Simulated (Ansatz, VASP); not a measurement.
**Zr3Si2F: VASP beside Ansatz**

```
CELL_PARAMETERS angstrom
5.46116 0.00000 0.00000
-2.73058 4.72950 0.00000
0.00000 0.00000 6.35734
ATOMIC_POSITIONS crystal
Zr 0.50000 0.00000 0.50000
Zr 0.00000 0.50000 0.50000
Zr 0.50000 0.50000 0.50000
Si 0.00000 0.00000 0.81398
Si 0.00000 0.00000 0.18602
F 0.00000 0.00000 0.50000
```

Alike in both runs: functional PBE; k mesh 12 × 12 × 6; occupations gaussian, width 0.1 eV; no spin polarisation.

Ansatz relaxed the structure, and its values are those at the end. VASP's run is a single point on that final structure, the one shown.

|  | VASP | Ansatz |
| --- | --- | --- |
| version | VASP 6.6.1 | Ansatz 0.2.0 |
| potentials or method | VASP PAW PBE potentials, release 64 (Zr_sv, Si, F), cutoff 520 eV | scalar-relativistic, plane waves, PAW |
| valence electrons in the cell | 51 | 51 |

VASP gave:

| Quantity | Value |
| --- | --- |
| gap on the k mesh at the Fermi level (eV) | none |
| pressure (GPa) | 0.0 |
| rms of the force components (eV/Å) | 0.006 |

Estimate Ansatz's values.

gap on the k mesh at the Fermi level (eV): none; pressure (GPa): 0.0; rms of the force components (eV/Å): 0.001.

A gap of «none» marks a metal or a gap that the smearing closes. With one functional, cell and mesh, what is left measures potentials, basis and numerics.
